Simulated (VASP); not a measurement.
Input of a VASP 6.6.1 run:

INCAR

```
PREC = Accurate ; ENCUT = 520
EDIFF = 1E-6 ; ISMEAR = 0
SIGMA = 0.15 ; LREAL = F
LASPH = T ; NELM = 100
ALGO = Normal ; ISIF = 2
LWAVE = F ; LCHARG = F
GGA = PE ; NBANDS = 15
```

File KPOINTS:

```
Automatic mesh
0
Gamma
  18 18 18
```

Contents of POSCAR:

```
TiC
1.0
    0.0000000000      2.2289200000      2.1640000000
    2.2289200000      0.0000000000      2.1640000000
    2.2289200000      2.2289200000      0.0000000000
Ti C
1 1
Direct
    0.0000000000      0.0000000000      0.0000000000
    0.5000000000      0.5000000000      0.5000000000
```

Potentials or basis: VASP PAW PBE potentials, release 64 (Ti_sv, C).

Launch:

```sh
$ cat potpaw_PBE.64/Ti_sv/POTCAR potpaw_PBE.64/C/POTCAR > POTCAR
$ mpirun -np 1 vasp_std > vasp.out
```

Predict the band gap on the k mesh.

zero (band 8 reaches 9.56 eV, above the bottom of band 9 at 8.18 eV).

Estimate the pressure.

-12.0 GPa.

Stress tensor (GPa, compression positive):
```
-15.10   0.00   0.00
  0.00 -15.10   0.00
  0.00   0.00  -5.74
```

Caveat: the cell differs from its parent crystal (strain +0.030 along x and y, +0.000 along z).
